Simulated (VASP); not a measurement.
# Pd (Pm-3m) in VASP: a series of runs, part 2 of 2

VASP 6.6.1. The steps go on from the part before.

**3. Single point, PBE, collinear spin, antiferromagnetic start (volume scaled by 1.12)**

Input file INCAR:

```
SYSTEM = Pd
PREC = Accurate
ENCUT = 520
EDIFF = 1E-6
ISMEAR = -1
SIGMA = 0.05
LREAL = .FALSE.
LASPH = .TRUE.
NELM = 150
ALGO = Normal
ISIF = 2
LWAVE = .FALSE.
LCHARG = .FALSE.
ISPIN = 2
MAGMOM = 0.5 -0.5
LORBIT = 11
LMAXMIX = 4
GGA = PE
NBANDS = 21
```

Input file KPOINTS:

```
regular mesh
0
G
  12 12 12
  0 0 0
```

Input file POSCAR:

```
Pd
1.0
    0.0000000000      2.7136389501      2.7136389501
    2.7136389501      0.0000000000      2.7136389501
    2.7136389501      2.7136389501      0.0000000000
Pd
2
Direct
    0.0000000000      0.0000000000      0.0000000000
    0.5000000000      0.5000000000      0.5000000000
```

Potentials or basis: VASP PAW PBE potentials, release 64 (Pd).

Started as:

```sh
cat potpaw_PBE.64/Pd/POTCAR > POTCAR
mpirun -np 1 vasp_std > vasp.out
```

It took 61 s on 1 thread of AMD EPYC 9R45 (Zen 5), shared host; peak memory 0.21 GiB.

It converged, with:

```yaml
Free_energy: -9.2843 eV
Pressure: -10.1 GPa
Band_gap_on_the_k_mesh: zero (filled and empty bands overlap)
Net_moment: 0.00 μB per cell
Valence_electrons_inside_the_program's_atomic_spheres: Pd 9.18
```

Levels at points of the mesh, in eV from the Fermi level:
Spin up:
```tsv
k point	band 8	band 9	band 10	band 11	band 12	band 13
(0.00, 0.00, 0.00)	-0.02	-0.02	0.98	0.98	10.33	10.33
(0.50, 0.00, 0.00)	-1.33	-1.33	-1.33	0.62	0.62	12.13
(0.50, 0.50, 0.00)	-1.04	0.10	0.77	0.91	4.22	5.37
```
Spin down:
```
           k point  band 8  band 9  band 10  band 11  band 12  band 13
(0.00, 0.00, 0.00)   -0.02   -0.02     0.98     0.98    10.33    10.33
(0.50, 0.00, 0.00)   -1.33   -1.33    -1.33     0.62     0.62    12.13
(0.50, 0.50, 0.00)   -1.04    0.10     0.77     0.91     4.22     5.37
```

Caveat: the cell differs from its parent crystal (volume scaled by 1.12).

**4. Single point, PBE, collinear spin, antiferromagnetic start**

This run uses another cell than the first one, of 17.84 Å³/atom, 0.926 times its volume.

Input file INCAR:

```
  PREC = Accurate
  ENCUT = 500
  EDIFF = 1E-6
  ISMEAR = -1
  SIGMA = 0.1
  LREAL = F
  LASPH = T
  NELM = 200
  ALGO = Normal
  ISIF = 2
  LWAVE = F
  LCHARG = T
  ISPIN = 2
  MAGMOM = 0.5 -0.5
  LORBIT = 11
  LMAXMIX = 4
  GGA = PE
  LELF = T
  LVHAR = T
  NBANDS = 21
  GGA_COMPAT = F
```

Input file KPOINTS:

```
Automatic mesh
0
Gamma
  5 5 5
```

Input file POSCAR:

```
Pd
1.0
    0.0000000000      2.6130399932      2.6130399932
    2.6130399932      0.0000000000      2.6130399932
    2.6130399932      2.6130399932      0.0000000000
Pd
2
Direct
    0.0000000000      0.0000000000      0.0000000000
    0.5000000000      0.5000000000      0.5000000000
```

Potentials or basis: VASP PAW PBE potentials, release 64 (Pd).

Started as:

```sh
cat potpaw_PBE.64/Pd/POTCAR > POTCAR
mpirun -np 1 vasp_std > vasp.out
```

OUTCAR:

```text
PREC = Accurate
   ENCUT = 500
   EDIFF = 1E-6
   ISMEAR = -1
   LREAL = F
   LASPH = T
   NELM = 200
   ISIF = 2
   ISPIN = 2
   LORBIT = 11
   GGA = PE

 ion  position               nearest neighbor table
   1  0.000  0.000  0.000-   2 2.61   2 2.61   2 2.61   2 2.61   2 2.61   2 2.61
   2  0.500  0.500  0.500-   1 2.61   1 2.61   1 2.61   1 2.61   1 2.61   1 2.61

  LATTYP: Found a face centered cubic cell.
 ALAT       =     5.2260799864

  Lattice vectors:

[... 705 lines left out ...]
  in kB        0.6299933      0.6299933      0.6299933      0.0000000      0.0000000     -0.0000000
  external PRESSURE =       0.6299933 kB  Pullay stress =       0.0000000 kB

 VOLUME and BASIS-vectors are now :
 -----------------------------------------------------------------------------
  energy-cutoff  :      500.00
  volume of cell :       35.68
      direct lattice vectors                 reciprocal lattice vectors
     0.000000000  2.613039993  2.613039993    -0.191348009  0.191348009  0.191348009
     2.613039993  0.000000000  2.613039993     0.191348009 -0.191348009  0.191348009
     2.613039993  2.613039993  0.000000000     0.191348009  0.191348009 -0.191348009

 POSITION                                       TOTAL-FORCE (eV/Angst)
 -----------------------------------------------------------------------------------
      0.00000      0.00000      0.00000        -0.000000      0.000000      0.000000
      2.61304      2.61304      2.61304         0.000000     -0.000000     -0.000000
 -----------------------------------------------------------------------------------
    total drift:                                0.000000      0.000000      0.000000

  FREE ENERGIE OF THE ION-ELECTRON SYSTEM (eV)
  ---------------------------------------------------
  free  energy   TOTEN  =        -9.4770852526 eV

  energy  without entropy=       -9.3954726726  energy(sigma->0) =       -9.43627896

 total charge

# of ion       s       p       d       tot
------------------------------------------
    1        0.479   0.330   8.533   9.341
    2        0.479   0.330   8.533   9.341
--------------------------------------------------
tot          0.957   0.659  17.066  18.682

 magnetization (x)

# of ion       s       p       d       tot
------------------------------------------
    1        0.000  -0.000  -0.000  -0.000
    2       -0.000   0.000   0.000   0.000
--------------------------------------------------
tot          0.000   0.000   0.000   0.000
```

It took 19 s on 1 thread of Intel Xeon 6975P-C, shared host; peak memory 0.17 GiB.

What came out:

- Free energy: -9.4771 eV
- Pressure: 0.1 GPa
- Band gap on the k mesh: zero (filled and empty bands overlap)
- Net moment: 0.00 μB per cell
- Valence electrons inside the program's atomic spheres: Pd 9.34

Levels at points of the mesh, in eV from the Fermi level:
Spin up:
```
           k point  band 6  band 7  band 8  band 9  band 10  band 11  band 12  band 13  band 14  band 15
(0.00, 0.00, 0.00)   -3.88   -0.07   -0.07   -0.07     1.14     1.14    11.00    11.04    11.04    11.04
```
Spin down:
| k point | band 6 | band 7 | band 8 | band 9 | band 10 | band 11 | band 12 | band 13 | band 14 | band 15 |
| --- | --- | --- | --- | --- | --- | --- | --- | --- | --- | --- |
| (0.00, 0.00, 0.00) | -3.88 | -0.07 | -0.07 | -0.07 | 1.14 | 1.14 | 11.00 | 11.04 | 11.04 | 11.04 |

Caveat: the k points lie up to 0.42 Å⁻¹ apart.

**5. Single point, PBE**

This run uses another cell than the first one: it holds 1 atom, not 2.

Input file INCAR:

```
SYSTEM = Pd
PREC     = Accurate       ! precision mode
ENCUT    = 500            ! plane-wave cutoff, eV
EDIFF    = 1E-6           ! SCF threshold, eV
ISMEAR   = -1             ! smearing method
SIGMA    = 0.1            ! smearing width, eV
LREAL    = .False.        ! projectors in reciprocal space
LASPH    = .True.         ! aspherical terms in the spheres
NELM     = 120            ! most SCF steps
ALGO     = Normal         ! electronic algorithm
ISIF     = 2              ! what is computed and relaxed
LWAVE    = .False.        ! write WAVECAR
LCHARG   = .False.        ! write CHGCAR
GGA      = PE             ! functional
NBANDS   = 11             ! bands
GGA_COMPAT= .False.
```

Input file KPOINTS:

```
Automatic mesh
0
Gamma
  12 12 12
  0 0 0
```

Input file POSCAR:

```
Pd
1.0
    2.6156052913      0.0000000000      0.0000000000
    0.0000000000      2.6156052913      0.0000000000
    0.0000000000      0.0000000000      2.6156052913
Pd
1
Direct
    0.0000000000      0.0000000000      0.0000000000
```

Started as:

```sh
cat potpaw_PBE.64/Pd/POTCAR > POTCAR
mpirun -np 1 vasp_std > vasp.out
```

Run time: 5 s. Hardware: 1 thread of Intel Xeon 6975P-C (Granite Rapids), shared host; peak memory 0.13 GiB.

Results (log left out):

* Free energy: -4.7386 eV
* Pressure: -0.3 GPa
* Band gap on the k mesh: zero (band 5 reaches 8.33 eV, above the bottom of band 6 at 6.48 eV)

Levels at points of the mesh, in eV from the Fermi level:
```
           k point  band 1  band 2  band 3  band 4  band 5  band 6  band 7  band 8  band 9  band 10
(0.00, 0.00, 0.00)   -5.90   -4.44   -4.44   -0.01   -0.01   -0.01   16.40   16.40   16.40    22.68
(0.50, 0.00, 0.00)   -3.98   -3.84   -1.52   -1.52    0.14    0.44    4.79   18.27   21.10    22.34
(0.50, 0.50, 0.00)   -4.64   -3.34   -1.24   -1.24    1.11    5.52    5.52   11.39   12.27    23.38
(0.50, 0.50, 0.50)   -3.79   -3.79   -3.79    1.20    1.20   11.08   11.09   11.09   11.09    17.59
```

**6. Relaxation of cell and atoms, PBE**

This run uses another cell than the first one: it holds 1 atom, not 2.

Input file INCAR:

```
  ALGO = Normal
  EDIFF = 1E-7
  EDIFFG = -0.01
  ENCUT = 500
  GGA = PE
  GGA_COMPAT = False
  IBRION = 2
  ISIF = 3
  ISMEAR = -1
  LASPH = True
  LCHARG = False
  LREAL = False
  LWAVE = False
  NELM = 120
  NELMIN = 4
  NSW = 80
  PREC = Accurate
  SIGMA = 0.1
```

Input file KPOINTS:

```
k-points
0
Gamma
  12 12 12
```

Input file POSCAR:

```
Pd
1.0
    2.5140960172      0.0000000000      0.0000000000
    0.0000000000      2.5140960172      0.0000000000
    0.0000000000      0.0000000000      2.5140960172
Pd
1
Direct
    0.0000000000      0.0000000000      0.0000000000
```

Potentials or basis: VASP PAW PBE potentials, release 64 (Pd).

Started as:

```sh
cat potpaw_PBE.64/Pd/POTCAR > POTCAR
mpirun -np 1 vasp_std > vasp.out
```

Wall time 11 s (1 thread of Intel Xeon 6975P-C (Granite Rapids), shared host); peak memory 0.12 GiB.

Results (log left out):

| Quantity | Value |
| --- | --- |
| Free energy | -4.7385 eV |
| Relaxed volume | 17.87 Å³/atom |
| Relaxed cell | a = 2.614 Å, b = 2.614 Å, c = 2.614 Å, α = 90.00°, β = 90.00°, γ = 90.00° |
| Space group after relaxing (to 0.05 Å) | Pm-3m (No. 221) |
| Energy gained by relaxing | 103.4 meV/atom |
| Ionic steps | 4 |
| Pressure after relaxing | -0.1 GPa |
| Band gap on the k mesh | zero (band 5 reaches 8.36 eV, above the bottom of band 6 at 6.50 eV) |

Step by step:
| step | energy change (eV) | largest force (eV/Å) | pressure (GPa) | volume (Å³) |
| --- | --- | --- | --- | --- |
| 1 | 0.0000 | 0.0000 | 19.05 | 15.89 |
| 2 | 0.0174 | 0.0000 | -11.87 | 20.64 |
| 3 | -0.1033 | 0.0000 | -0.38 | 17.91 |
| 4 | -0.1034 | 0.0000 | -0.08 | 17.87 |

Final structure:
```yaml
crystal:
  lattice:
    - [2.61427, 0.00000, 0.00000]
    - [0.00000, 2.61427, 0.00000]
    - [0.00000, 0.00000, 2.61427]
  atoms:
    - { symbol: Pd, position: [0.00000, 0.00000, 0.00000] }
```

Levels at points of the mesh, in eV from the Fermi level:
```
           k point  band 1  band 2  band 3  band 4  band 5  band 6  band 7  band 8  band 9
(0.00, 0.00, 0.00)   -5.91   -4.45   -4.45   -0.01   -0.01   -0.01   16.41   16.41   16.41
(0.50, 0.00, 0.00)   -3.99   -3.85   -1.52   -1.52    0.14    0.44    4.80   18.28   21.11
(0.50, 0.50, 0.00)   -4.65   -3.35   -1.24   -1.24    1.12    5.52    5.52   11.41   12.28
(0.50, 0.50, 0.50)   -3.80   -3.80   -3.80    1.21    1.21   11.08   11.11   11.11   11.11
```

**7. Single point, PBE, non-collinear spin, zero start, spin-orbit coupling**

This run uses another cell than the first one: it holds 1 atom, not 2.

Input file INCAR:

```
ALGO = Normal
EDIFF = 1E-6
ENCUT = 500
GGA = PE
GGA_COMPAT = False
ISIF = 2
ISMEAR = -1
LASPH = True
LCHARG = False
LMAXMIX = 4
LORBIT = 11
LORBMOM = True
LREAL = False
LSORBIT = True
LWAVE = False
MAGMOM = 0 0 0
NBANDS = 21
NELM = 200
PREC = Accurate
SIGMA = 0.1
```

KPOINTS is that of step 6.

Input file POSCAR:

```
Pd
1.0
    2.6156052913      0.0000000000      0.0000000000
    0.0000000000      2.6156052913      0.0000000000
    0.0000000000      0.0000000000      2.6156052913
Pd
1
Direct
    0.0000000000      0.0000000000      0.0000000000
```

Started as:

```sh
cat potpaw_PBE.64/Pd/POTCAR > POTCAR
mpirun -np 1 vasp_ncl > vasp.out
```

It took 19 s on 1 thread of Intel Xeon 6975P-C (Granite Rapids), shared host; peak memory 0.18 GiB.

The run converged. Its results:

| Item | Value |
| --- | --- |
| Free energy | -4.7783 eV |
| Pressure | -0.3 GPa |
| Net moment | 0.00 μB per cell |
| Valence electrons inside the program's atomic spheres | Pd 9.34 |

Moments on the atoms (μB; x, y, z):
```
Pd  0.00 0.00 0.00
```

**8. The runs side by side**

```csv
task,spin,cell,k mesh,cutoff (eV),smearing,gap on the mesh (eV),pressure (GPa),moment (μB)
single point,"collinear, antiferromagnetic start","a = 3.791 Å, angles 60.0°, 2 atoms",12 × 12 × 12,520,fermi-dirac 0.05 eV,none,-7.6,0.00
single point,"collinear, antiferromagnetic start","a = 3.838 Å, angles 60.0°, 2 atoms",12 × 12 × 12,520,fermi-dirac 0.05 eV,none,-10.1,0.00
single point,"collinear, antiferromagnetic start","a = 3.695 Å, angles 60.0°, 2 atoms",5 × 5 × 5,500,fermi-dirac 0.1 eV,none,0.1,0.00
single point,off,"a = 2.616 Å, 1 atom",12 × 12 × 12,500,fermi-dirac 0.1 eV,none,-0.3,-
relaxation of cell and atoms,off,"relaxed from a = 2.514 Å, 1 atom",12 × 12 × 12,500,fermi-dirac 0.1 eV,none,-0.1,-
single point,"non-collinear, zero start, SOC","a = 2.616 Å, 1 atom",12 × 12 × 12,500,fermi-dirac 0.1 eV,-,-0.3,0.00
```

Alike in all rows: level PBE; potentials or basis VASP PAW PBE potentials, release 64 (Pd).

Caveats: some runs use coarse meshes.

Total energies depend on the potentials used, so only differences within one code and one set of settings carry meaning.
